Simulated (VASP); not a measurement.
AlN, 8 atoms in the cell. Symmetry: P3m1, No. 156, trigonal system. The conventional cell has a = 3.107 Å, b = 3.107 Å, c = 15.957 Å, α = 90.00°, β = 90.00°, γ = 120.00°. Within 2.5 Å of Al (site symmetry 3m) lie 4 N at 1.89 to 1.90 Å. Al (site symmetry 3m) has 4 N at 1.89 to 1.90 Å within 2.5 Å. Al (site symmetry 3m) has 3 N at 1.89 Å within 2.5 Å. Al (site symmetry 3m) has 4 N at 1.89 to 1.90 Å within 2.5 Å. Within 2.5 Å of N (site symmetry 3m) lie 4 Al at 1.89 to 1.90 Å. N (site symmetry 3m) has 4 Al at 1.89 to 1.90 Å within 2.5 Å. Within 2.5 Å of N (site symmetry 3m) lie 3 Al at 1.89 Å. N (site symmetry 3m) has 4 Al at 1.89 to 1.90 Å within 2.5 Å. 

| Quantity | Value |
| --- | --- |
| Program | VASP 6.6.1 |
| Task | single point |
| Functional | r2SCAN |
| Potentials or basis | VASP PAW PBE potentials, release 64 (Al, N) |
| Cutoff | 520 eV |
| k mesh | 8 × 8 × 3 |
| Occupations | gaussian, width 0.05 eV |
| Spin | no spin polarisation |
| Dipole correction | no |
| Further INCAR settings | ALGO = Normal; EDIFF = 1e-06; NBANDS = 26 |

Potentials or basis: VASP PAW PBE potentials, release 64 (Al, N).

Command:

```bash
$ cat potpaw_PBE.64/Al/POTCAR potpaw_PBE.64/N/POTCAR > POTCAR
$ cp INCAR.step1 INCAR
$ mpirun -np 1 vasp_std > vasp.out
$ cp INCAR.step2 INCAR
$ mpirun -np 1 vasp_std > vasp.out
```

Hardware: 1 thread of Intel(R) Xeon(R) Platinum 8259CL CPU @ 2.50GHz (Skylake/Cascade Lake) (shared host).

Estimate the wall time of this run.

It took 7.6 min on 1 thread of Intel(R) Xeon(R) Platinum 8259CL CPU @ 2.50GHz (Skylake/Cascade Lake) (shared host), peak memory 0.3 GiB. Counts: k points 25.
